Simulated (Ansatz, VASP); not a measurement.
# Ge: VASP beside Ansatz

```xyz
2
Lattice="-0.0283 2.8146 2.8146 2.8146 -0.0283 2.8146 2.8146 2.8146 -0.0283" Properties=species:S:1:pos:R:3 pbc="T T T"
Ge    2.8005    2.8005    2.8005
Ge    4.2007    4.2007    4.2007
```

Change from the starting cell: equal xy, yz and zx shear strains of -1 %, crystal datasets.

Alike in both runs: task electric field gradients; functional PBEsol; k mesh 11 × 11 × 11; occupations fermi-dirac, width 0.05 eV; no spin polarisation.

|  | VASP | Ansatz |
| --- | --- | --- |
| version | VASP 6.6.1 | Ansatz 0.2.0 |
| potentials or method | VASP PAW PBE potentials, release 64 (Ge_d), cutoff 520 eV | all-electron PAW with datasets made for the crystal, scalar-relativistic |

VASP gave:

```
pressure (GPa)                                                : 0.6
traceless stress, the component that is largest in VASP (GPa) : 0.84
rms of the force components (eV/Å)                            : 0.093
size of Vzz on the site where it differs most (V/Å²)          : 9.8
```

Which values does Ansatz return?

Pressure (GPa): 0.7; traceless stress, the component that is largest in VASP (GPa): 0.84; rms of the force components (eV/Å): 0.093; size of Vzz on the site where it differs most (V/Å²): 9.7.

VASP's potentials were made for PBE, not for PBEsol. Atom by atom the forces differ by 0.001 eV/Å (rms over components). Ansatz ran all-electron here, and VASP with PAW potentials.
